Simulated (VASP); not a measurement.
# CdSe in VASP: single point with PBE

Aim: the single point of CdSe with PBE.

Everything below comes from runs of VASP 6.6.1. Logs are shortened: lines on timing, memory, paths and dates and some standing lists are left out, and cuts for length are marked.

## 1. The cell of the first run

The cell holds a slab with vacuum, 12 atoms: a = 4.384 Å, b = 7.154 Å, c = 23.860 Å, α = 90.00°, β = 90.00°, γ = 90.00°.

## 2. Single point, PBE

File INCAR:

```
PREC = Accurate
ENCUT = 520
EDIFF = 1E-6
ISMEAR = 0
SIGMA = 0.05
LREAL = False
LASPH = True
NELM = 60
ALGO = Normal
ISIF = 2
LWAVE = False
LCHARG = True
LDIPOL = True
IDIPOL = 3
DIPOL = 0.5 0.5 0.500
GGA = PE
LELF = True
LVHAR = True
LVACPOTAV = True
NBANDS = 66
```

File KPOINTS:

```
regular mesh
0
Gamma
  8 5 1
```

File POSCAR:

```
CdSe
1.0
    4.3843195978      0.0000000000      0.0000000000
    0.0000000000      7.1540873524      0.0000000000
    0.0000000000      0.0000000000     23.8595083500
Cd Se
6 6
Direct
    0.0000000000      0.9514443471      0.3411848465
    0.5000000000      0.5207026108      0.3606706444
    0.5000000000      1.0130729419      0.4776972389
    0.0000000000      0.5130530539      0.5223017656
    0.0000000000      1.0207012695      0.6393426126
    0.5000000000      0.4514184592      0.6588177067
    0.0000000000      0.6158417416      0.3044215043
    0.5000000000      0.1353455607      0.3698700039
    0.5000000000      0.6360699342      0.4697495407
    0.0000000000      0.1360562564      0.5302467500
    0.0000000000      0.6353146582      0.6301129999
    0.5000000000      0.1158191665      0.6955843866
```

Potentials or basis: VASP PAW PBE potentials, release 64 (Cd, Se).

On the command line:

```console
cat potpaw_PBE.64/Cd/POTCAR potpaw_PBE.64/Se/POTCAR > POTCAR
mpirun -np 1 vasp_std > vasp.out
```

OUTCAR:

```text
PREC = Accurate
   ENCUT = 520
   EDIFF = 1E-6
   ISMEAR = 0
   LREAL = False
   LASPH = True
   NELM = 60
   ISIF = 2
   GGA = PE

 ion  position               nearest neighbor table
   1  0.000  0.951  0.341-   7 2.56   8 2.65   8 2.65
   2  0.500  0.521  0.361-   7 2.66   7 2.66   9 2.73   8 2.77
   3  0.500  0.013  0.478-  10 2.67  10 2.67   9 2.70   8 2.72
   4  0.000  0.513  0.522-   9 2.67   9 2.67  10 2.70  11 2.72
   5  0.000  0.021  0.639-  12 2.66  12 2.66  10 2.73  11 2.77
   6  0.500  0.451  0.659-  12 2.56  11 2.65  11 2.65
   7  0.000  0.616  0.304-   1 2.56   2 2.66   2 2.66
   8  0.500  0.135  0.370-   1 2.65   1 2.65   3 2.72   2 2.77
   9  0.500  0.636  0.470-   4 2.67   4 2.67   3 2.70   2 2.73
  10  0.000  0.136  0.530-   3 2.67   3 2.67   4 2.70   5 2.73
  11  0.000  0.635  0.630-   6 2.65   6 2.65   4 2.72   5 2.77
  12  0.500  0.116  0.696-   6 2.56   5 2.66   5 2.66

  LATTYP: Found a simple orthorhombic cell.
 ALAT       =     4.3843195978
 B/A-ratio  =     1.6317440353
 C/A-ratio  =     5.4420093740

  Lattice vectors:

 A1 = (   4.3843195978,   0.0000000000,   0.0000000000)
 A2 = (   0.0000000000,   7.1540873524,   0.0000000000)
 A3 = (   0.0000000000,   0.0000000000,  23.8595083500)

Analysis of symmetry for initial positions (statically):
=====================================================================
 Subroutine PRICEL returns:
 Original cell was already a primitive cell.

 Routine SETGRP: Setting up the symmetry group for a
 simple orthorhombic supercell.

 Subroutine GETGRP returns: Found  2 space group operations
 (whereof  2 operations were pure point group operations)
 out of a pool of  8 trial point group operations.

The static configuration has the point symmetry C_1h.

Analysis of symmetry for dynamics (positions and initial velocities):
=====================================================================
 Subroutine PRICEL returns:
 Original cell was already a primitive cell.

 Routine SETGRP: Setting up the symmetry group for a
 simple orthorhombic supercell.

 Subroutine GETGRP returns: Found  2 space group operations
 (whereof  2 operations were pure point group operations)
 out of a pool of  8 trial point group operations.

The dynamic configuration has the point symmetry C_1h.

 Subroutine INISYM returns: Found  2 space group operations
 (whereof  2 operations are pure point group operations),
 and found     1 'primitive' translations

----------------------------------------------------------------------------------------

                                     Primitive cell

  volume of cell :     748.3727

  direct lattice vectors                    reciprocal lattice vectors
     4.384319598  0.000000000  0.000000000     0.228085562  0.000000000  0.000000000
     0.000000000  7.154087352  0.000000000     0.000000000  0.139780233  0.000000000
     0.000000000  0.000000000 23.859508350     0.000000000  0.000000000  0.041912012

  length of vectors
     4.384319598  7.154087352 23.859508350     0.228085562  0.139780233  0.041912012

  position of ions in fractional coordinates (direct lattice)
     0.000000000  0.951444347  0.341184846
     0.500000000  0.520702611  0.360670644
     0.500000000  0.013072942  0.477697239
     0.000000000  0.513053054  0.522301766
     0.000000000  0.020701270  0.639342613
     0.500000000  0.451418459  0.658817707
     0.000000000  0.615841742  0.304421504
     0.500000000  0.135345561  0.369870004
     0.500000000  0.636069934  0.469749541
     0.000000000  0.136056256  0.530246750
     0.000000000  0.635314658  0.630113000
     0.500000000  0.115819167  0.695584387

  ion indices of the primitive-cell ions
   primitive index   ion index
                 1           1
                 2           2
                 3           3
                 4           4
                 5           5
                 6           6
                 7           7
                 8           8
                 9           9
                10          10
                11          11
                12          12

----------------------------------------------------------------------------------------

 KPOINTS: regular mesh

Automatic generation of k-mesh.
 Grid dimensions read from file:
 generate k-points for:    8    5    1

 Generating k-lattice:

  Cartesian coordinates                     Fractional coordinates (reciprocal lattice)
     0.028510695  0.000000000  0.000000000     0.125000000  0.000000000  0.000000000
     0.000000000  0.027956047  0.000000000     0.000000000  0.200000000  0.000000000
     0.000000000  0.000000000  0.041912012     0.000000000  0.000000000  1.000000000

  Length of vectors
     0.028510695  0.027956047  0.041912012

  Shift w.r.t. Gamma in fractional coordinates (k-lattice)
     0.000000000  0.000000000  0.000000000

 Subroutine IBZKPT returns following result:
 ===========================================

 Found     15 irreducible k-points:

 Following reciprocal coordinates:
            Coordinates               Weight
  0.000000  0.000000  0.000000      1.000000
  0.125000  0.000000  0.000000      2.000000
  0.250000  0.000000  0.000000      2.000000
  0.375000  0.000000  0.000000      2.000000
  0.500000  0.000000  0.000000      1.000000
  0.000000  0.200000  0.000000      2.000000
  0.125000  0.200000  0.000000      4.000000
  0.250000  0.200000  0.000000      4.000000
  0.375000  0.200000  0.000000      4.000000
  0.500000  0.200000  0.000000      2.000000
  0.000000  0.400000  0.000000      2.000000
  0.125000  0.400000  0.000000      4.000000
  0.250000  0.400000  0.000000      4.000000
  0.375000  0.400000  0.000000      4.000000
  0.500000  0.400000  0.000000      2.000000
   k-points           NKPTS =     15   k-points in BZ     NKDIM =     15   number of bands    NBANDS=     66
   number of dos      NEDOS =    301   number of ions     NIONS =     12
   total plane-waves  NPLWV = 349920
   dimension x,y,z NGX =    36 NGY =   54 NGZ =  180
   dimension x,y,z NGXF=    72 NGYF=  108 NGZF=  360
   ions per type =               6   6
   NGX,Y,Z   is equivalent  to a cutoff of  13.65, 12.55, 12.54 a.u.
   NGXF,Y,Z  is equivalent  to a cutoff of  27.30, 25.10, 25.08 a.u.
 SYSTEM =  unknown system
   PREC   = accura    normal or accurate (medium, high low for compatibility)
   ISTART =      0    job   : 0-new  1-cont  2-samecut
   ICHARG =      2    charge: 1-file 2-atom 10-const
   ISPIN  =      1    spin polarized calculation?
   LNONCOLLINEAR =      F non collinear calculations
   LSORBIT =      F    spin-orbit coupling
   LASPH  =      T    aspherical Exc in radial PAW
   ENCUT  =  520.0 eV  38.22 Ry    6.18 a.u.   8.15 13.30 44.36*2*pi/ulx,y,z
   NELM   =     60;   NELMIN=  2; NELMDL= -5     # of ELM steps
   EDIFF  = 0.1E-05   stopping-criterion for ELM
   LREAL  =      F    real-space projection
   EDIFFG = 0.1E-04   stopping-criterion for IOM
   NSW    =      0    number of steps for IOM
   IBRION =     -1    ionic relax: 0-MD 1-quasi-New 2-CG
   NFREE  =      0    steps in history (QN), initial steepest desc. (CG)
   ISIF   =      2    stress and relaxation
   ISYM   =      2    0-nonsym 1-usesym 2-fastsym
   POTIM  = 0.5000    time-step for ionic-motion
   TEBEG  =    0.0;   TEEND  =   0.0 temperature during run
   PSTRESS=    0.0 pullay stress
   NELECT =     108.0000    total number of electrons
   NUPDOWN=      -1.0000    fix difference up-down
   EMIN   =  10.00;   EMAX   =-10.00  energy-range for DOS
   EFERMI =   0.00;   METHOD = LEGACY
   ISMEAR =     0;   SIGMA  =   0.05  broadening in eV -4-tet -1-fermi 0-gaus
   EFERMI_NEDOS =   21; number of points for ismear=-14 and -15
   IALGO  =     38    algorithm
   IMIX   =      4    mixing-type and parameters
     AMIX     =   0.40;   BMIX     =  1.00
     AMIX_MAG =   1.60;   BMIX_MAG =  1.00
  volume/ion in A,a.u.               =      62.36       420.86
  Fermi-wavevector in a.u.,A,eV,Ry     =   0.858704  1.622715 10.032561  0.737372
  Thomas-Fermi vector in A             =   1.975948
   LORBIT       =      0    0 simple, 1 ext, 2 COOP (PROOUT), +10 PAW based schemes
   GGA     = PE    functional components
   LHFCALC =     F    Hartree Fock is set to
   AEXX    =    0.0000 exact exchange contribution
   IVDW    =     0    specifies the selected vdW correction
   LEPSILON=     F    determine dielectric tensor
   LRPA    =     F    only Hartree local field effects (RPA)
 non-spin polarized calculation
 Gauss-broadening in eV      SIGMA  =   0.05
  energy-cutoff  :      520.00
  volume of cell :      748.37
 maximum number of plane-waves:     20187
 NGX is ok and might be reduce to    36
   NGX = 17   NGY = 27   NGZ = 89

 number of electron     108.0000008 magnetization

 dipolmoment           0.000000      0.000000     -0.000234 electrons x Angstroem

 Free energy of the ion-electron system (eV)
  ---------------------------------------------------
  ext. energy  EPLUGINS =         0.00000000
  ---------------------------------------------------
  free energy    TOTEN  =       -32.05172096 eV

  energy without entropy =      -32.05172096  energy(sigma->0) =      -32.05172096

 E-fermi :  -2.4816     XC(G=0):  -4.5602

 val. band max:       -2.7217689987   @ k =   0.0000   0.0000   0.0000
 cond. band min:      -1.5817652608   @ k =   0.0000   0.0000   0.0000
 fundamental gap:      1.1400037380
 Fermi energy:        -2.4815618316

 k-point     1 :       0.0000    0.0000    0.0000
  band No.  band energies     occupation
      1     -15.0114      2.00000
      2     -14.9132      2.00000
      3     -14.7544      2.00000
      4     -14.6492      2.00000
      5     -14.3696      2.00000
      6     -14.3625      2.00000
[... 1024 lines left out ...]
     65       2.3357      0.00000
     66       2.3360      0.00000

------------------------ aborting loop because EDIFF is reached ----------------------------------------

  FORCE on cell =-STRESS in cart. coord.  units (eV):
  Direction    XX          YY          ZZ          XY          YZ          ZX
  --------------------------------------------------------------------------------------
  -------------------------------------------------------------------------------------
  Total       -1.0159856      0.2132781      0.4038422      0.0000000      0.0031449      0.0000000
  in kB       -2.1751049      0.4566031      0.8645783      0.0000000      0.0067328      0.0000000
  external PRESSURE =      -0.2846412 kB  Pullay stress =       0.0000000 kB

 VOLUME and BASIS-vectors are now :
 -----------------------------------------------------------------------------
  energy-cutoff  :      520.00
  volume of cell :      748.37
      direct lattice vectors                 reciprocal lattice vectors
     4.384319598  0.000000000  0.000000000     0.228085562  0.000000000  0.000000000
     0.000000000  7.154087352  0.000000000     0.000000000  0.139780233  0.000000000
     0.000000000  0.000000000 23.859508350     0.000000000  0.000000000  0.041912012

 POSITION                                       TOTAL-FORCE (eV/Angst)
 -----------------------------------------------------------------------------------
      0.00000      6.80672      8.14050         0.000000      0.007333     -0.006372
      2.19216      3.72515      8.60542         0.000000     -0.000671     -0.007078
      2.19216      0.09352     11.39762         0.000000      0.002303     -0.005704
      0.00000      3.67043     12.46186         0.000000      0.002486      0.003839
      0.00000      0.14810     15.25440         0.000000     -0.001428      0.005152
      2.19216      3.22949     15.71907         0.000000      0.008030      0.005741
      0.00000      4.40579      7.26335         0.000000     -0.023883     -0.035680
      2.19216      0.96827      8.82492         0.000000      0.012823      0.003472
      2.19216      4.55050     11.20799         0.000000      0.001598      0.003685
      0.00000      0.97336     12.65143         0.000000      0.001634     -0.002100
      0.00000      4.54510     15.03419         0.000000      0.013467     -0.001297
      2.19216      0.82858     16.59630         0.000000     -0.023692      0.036342
 -----------------------------------------------------------------------------------
    total drift:                                0.000000     -0.000836     -0.000010

  FREE ENERGIE OF THE ION-ELECTRON SYSTEM (eV)
  ---------------------------------------------------
  free  energy   TOTEN  =       -32.0517209646 eV

  energy  without entropy=      -32.0517209646  energy(sigma->0) =      -32.05172096

 vacuum level on the upper side and lower side of the slab         2.983         2.985
```

Run time: 20 min. Hardware: 1 thread of Oxide Virtual Turin-like, shared host; peak memory 0.97 GiB.

Results:

* Free energy: -32.0517 eV
* Largest force: 0.043 eV/Å
* Band gap on the k mesh: 1.14 eV

Forces in eV/Å, atoms in the order of the input:
```
Cd   0.000  0.007 -0.006
Cd   0.000 -0.001 -0.007
Cd   0.000  0.002 -0.006
Cd   0.000  0.002  0.004
Cd   0.000 -0.001  0.005
Cd   0.000  0.008  0.006
Se   0.000 -0.024 -0.036
Se   0.000  0.013  0.003
Se   0.000  0.002  0.004
Se   0.000  0.002 -0.002
Se   0.000  0.013 -0.001
Se   0.000 -0.024  0.036
```

Levels at points of the mesh, in eV from the valence-band top:
```csv
k point,band 51,band 52,band 53,band 54,band 55,band 56,band 57,band 58
"(0.00, 0.00, 0.00)",-0.38,-0.21,-0.16,0.00,1.14,1.91,2.65,2.71
"(0.50, 0.00, 0.00)",-1.03,-1.03,-0.73,-0.73,3.19,3.19,3.45,3.45
```
